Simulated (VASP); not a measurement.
Write the native input for VASP 6.6.1 that does the following.

```
Task                   : relaxation of cell and atoms
Functional             : r2SCAN
Potentials or basis    : VASP PAW PBE potentials, release 64 (Br)
Cutoff                 : 600 eV
k mesh                 : 3 × 3 × 6
Occupations            : gaussian, width 0.1 eV
Spin                   : no spin polarisation
Dipole correction      : no
Further INCAR settings : ALGO = Normal; EDIFF = 1e-07; IBRION = 2; EDIFFG = -0.04; NSW = 90; ISIF = 3
```

Crystal: Br.

```
Br
1.0
     5.92468    0.00000    0.00000
    -2.96234    5.13092    0.00000
     0.00000    0.00000    3.63208
Br
3
Direct
  0.00000 0.00000 0.00000
  0.33333 0.66667 0.50000
  0.66667 0.33333 0.50000
```

One way to write it, as run:

POSCAR

```
Br
1.0
    5.9246750819      0.0000000000      0.0000000000
   -2.9623375410      5.1309191301      0.0000000000
    0.0000000000      0.0000000000      3.6320834198
Br
3
Direct
    0.0000000000      0.0000000000      0.0000000000
    0.3333333333      0.6666666667      0.5000000000
    0.6666666667      0.3333333333      0.5000000000
```

INCAR.step1

```
PREC = Accurate
ENCUT = 600
ISMEAR = 0
SIGMA = 0.1
LREAL = F
LASPH = T
NELM = 60
GGA = PE
ALGO = Normal
EDIFF = 1E-4
LWAVE = T
LCHARG = F
```

INCAR.step2

```
PREC = Accurate
ENCUT = 600
EDIFF = 1E-7
ISMEAR = 0
SIGMA = 0.1
LREAL = F
LASPH = T
NELM = 60
ALGO = Normal
ISIF = 3
LWAVE = F
LCHARG = F
METAGGA = R2SCAN
LMIXTAU = T
IBRION = 2
NSW = 90
EDIFFG = -0.04
ISTART = 1
```

KPOINTS

```
regular mesh
0
Gamma
  3 3 6
```

Potentials or basis: VASP PAW PBE potentials, release 64 (Br).

Launch:

```sh
$ cat potpaw_PBE.64/Br/POTCAR > POTCAR
$ cp INCAR.step1 INCAR
$ mpirun -np 1 vasp_std > vasp.out
$ cp INCAR.step2 INCAR
$ mpirun -np 1 vasp_std > vasp.out
```

It gave:

* Relaxed volume: 26.68 Å³/atom
* Relaxed cell: a = 5.311 Å, b = 5.311 Å, c = 3.276 Å, α = 90.00°, β = 90.00°, γ = 120.00°
* Space group after relaxing (to 0.1 Å): P6/mmm (No. 191)
* Energy gained by relaxing: 201.8 meV/atom
* Ionic steps: 5
* Pressure after relaxing: 0.0 GPa
* Band gap on the k mesh: zero (an odd number of electrons rules out a gap without spin polarisation)

Caveat: the k points lie up to 0.46 Å⁻¹ apart in the final cell, too coarse for converged energies and pressures of a metal; the volume moved by over 15 % at a fixed basis, so the end points are rough; the PAW data sets were made with another functional, which shifts forces and pressure a little; an odd number of electrons without spin polarisation forces a metal; a magnetic or distorted state may lie lower.

Run time: 12 min on 1 thread of Oxide Virtual Turin-like Processor, with other jobs on the host, peak memory 0.25 GiB.
